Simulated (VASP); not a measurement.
Set up this calculation in VASP 6.6.1, as the native input.

| Quantity | Value |
| --- | --- |
| Task | dielectric tensor |
| Functional | r2SCAN |
| Potentials or basis | VASP PAW PBE potentials, release 64 (Mg, S) |
| Cutoff | 520 eV |
| k mesh | 6 × 6 × 6 |
| Occupations | gaussian, width 0.01 eV |
| Spin | no spin polarisation |
| Dipole correction | no |
| Further INCAR settings | ALGO = Normal; EDIFF = 1e-08 |

The structure of MgS lies in POSCAR:

```
MgS
1.0
    0.0000000000      2.7176417676      2.7176417676
    2.7176417676      0.0000000000      2.7176417676
    2.7176417676      2.7176417676      0.0000000000
Mg S
1 1
Direct
    0.0000000000      0.0000000000      0.0000000000
    0.2500000000      0.2500000000      0.2500000000
```

This cell differs from its parent crystal: strain -4.0%.

These files were run (other wordings do the same):

INCAR

```
SYSTEM = MgS
ALGO = Normal ; EDIFF = 1E-8
ENCUT = 520 ; ISIF = 2
ISMEAR = 0 ; LASPH = .True.
LCALCEPS = .True. ; LCHARG = .False.
LMIXTAU = .True. ; LREAL = .False.
LWAVE = .False. ; METAGGA = R2SCAN
NELM = 80 ; PREC = Accurate
SIGMA = 0.01
```

KPOINTS

```
k-points
0
Gamma
  6 6 6
  0 0 0
```

Potentials or basis: VASP PAW PBE potentials, release 64 (Mg, S).

Run with:

```console
$ cat potpaw_PBE.64/Mg/POTCAR potpaw_PBE.64/S/POTCAR > POTCAR
$ mpirun -np 1 vasp_std > vasp.out
```

Results of the run:

* Band gap on the k mesh: 4.21 eV (least direct gap 4.82 eV)
* Electronic dielectric tensor (diagonal): 3.79
* Born charges (mean of the diagonal): Mg +1.82; S -1.82 e

Caveat: the cell differs from its parent crystal (strain -4.0%); the structure was generated, so it needn't be the stable form of MgS.

Run time: 21 min on 1 thread of Intel(R) Xeon(R) Platinum 8259CL CPU @ 2.50GHz (Skylake/Cascade Lake), with other jobs on the host, peak memory 0.27 GiB.
